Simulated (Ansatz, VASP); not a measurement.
## One calculation of BaTiO3, two programs

```
Ba Ti O
1.0
     3.96341    0.00000    0.00000
     0.00000    2.85824    2.87416
     0.00000   -2.85824    2.87416
Ba Ti O
1 1 3
Cartesian
  0.0000 0.0000 0.0481
  1.9817 0.0000 3.0106
  0.0000 0.0000 2.8178
  1.9817 -1.3890 4.2363
  1.9817 1.3890 4.2363
```

Alike in both runs: functional r2SCAN; k mesh 8 × 8 × 8; occupations gaussian, width 0.02 eV; no spin polarisation.

Ansatz relaxed the structure, and its values are those at the end. VASP's run is a single point on that final structure, the one shown.

|  | VASP | Ansatz |
| --- | --- | --- |
| version | VASP 6.6.1 | Ansatz 0.2.0 |
| potentials or method | VASP PAW PBE potentials, release 64 (Ba_sv, Ti_sv, O), cutoff 520 eV | scalar-relativistic, plane waves, PAW |
| valence electrons in the cell | 40 | 40 |

```csv
,VASP,Ansatz,Ansatz less VASP
gap on the k mesh at the Fermi level (eV),2.64,2.66,+0.016
least direct gap on the mesh (eV),3.11,3.10,-0.019
pressure (GPa),1.9,0.0,-1.92
rms of the force components (eV/Å),0.063,0.003,-0.0605
```

VASP's potentials were made for PBE, not for r2SCAN. With one functional, cell and mesh, what is left measures potentials, basis and numerics.

Neither program's run includes spin-orbit coupling.
